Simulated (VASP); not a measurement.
A run of VASP 6.6.1 is set up as follows.

Contents of INCAR:

```
SYSTEM = Pt
ALGO = Normal ; EDIFF = 1E-7
ENCUT = 520 ; GGA = CA
ISIF = 2 ; ISMEAR = -1
LASPH = .True. ; LCHARG = .False.
LREAL = .False. ; LWAVE = .False.
NBANDS = 28 ; NELM = 80
PREC = Accurate ; SIGMA = 0.1
```

Contents of KPOINTS:

```
k-points
0
Gamma
  13 13 4
  0 0 0
```

POSCAR

```
Pt
1.0
    2.7375477193      0.0000000000      0.0000000000
   -1.3687738596      2.3707858689      0.0000000000
    0.0000000000      0.0000000000      9.1316270460
Pt
4
Direct
    0.0000000000      0.0000000000      0.0000000000
    0.0000000000      0.0000000000      0.5000000000
    0.3333333333      0.6666666667      0.2500000000
    0.6666666667      0.3333333333      0.7500000000
```

Potentials or basis: VASP PAW LDA potentials, release 64 (Pt).

Run with:

```sh
$ cat potpaw_LDA.64/Pt/POTCAR > POTCAR
$ mpirun -np 1 vasp_std > vasp.out
```

Q: Estimate the band gap on the k mesh.

A: Zero (bands 20 and 21 overlap by 1.38 eV).

Q: What does it give for the pressure?

A: 0.7 GPa.

Stress tensor (GPa, compression positive):
```
0.81 0.00 0.00
0.00 0.81 0.00
0.00 0.00 0.61
```

Caveat: spin-orbit coupling is left out, which moves the levels of the heavy elements.
